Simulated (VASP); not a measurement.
A run of VASP 6.6.1 is set up as follows.

The input INCAR:

```
PREC = Accurate
ENCUT = 520
EDIFF = 1E-7
ISMEAR = -5
SIGMA = 0.05
LREAL = F
LASPH = T
NELM = 80
ALGO = Normal
ISIF = 2
LWAVE = F
LCHARG = F
GGA = RP
IBRION = 2
NSW = 80
EDIFFG = -0.01
```

File KPOINTS:

```
regular mesh
0
Gamma
  11 11 11
```

File POSCAR:

```
LiF
1.0
    2.8482261100      0.0000000000      0.0000000000
    1.4241130550      2.4666361670      0.0000000000
    1.4241130550      0.8222120557      2.3255668805
F Li
1 1
Direct
    0.5088070000      0.4958010000      0.4929390000
    0.0088470000      0.9987200000      0.9928290000
```

Potentials or basis: VASP PAW PBE potentials, release 64 (F, Li_sv).

Run with:

```sh
$ cat potpaw_PBE.64/F/POTCAR potpaw_PBE.64/Li_sv/POTCAR > POTCAR
$ mpirun -np 1 vasp_std > vasp.out
```

Q: Estimate the band gap on the k mesh.

A: 9.35 eV.

Q: What does it give for the energy gained by relaxing?

A: 0.0 meV/atom.

Final structure:
```
F Li
1.0
     2.84823    0.00000    0.00000
     1.42411    2.46664    0.00000
     1.42411    0.82221    2.32557
F Li
1 1
Direct
  0.50882 0.49683 0.49290
  0.00883 0.99769 0.99287
```

Caveat: the cell differs from its parent crystal (atoms moved at random). A k mesh can miss the band edges.
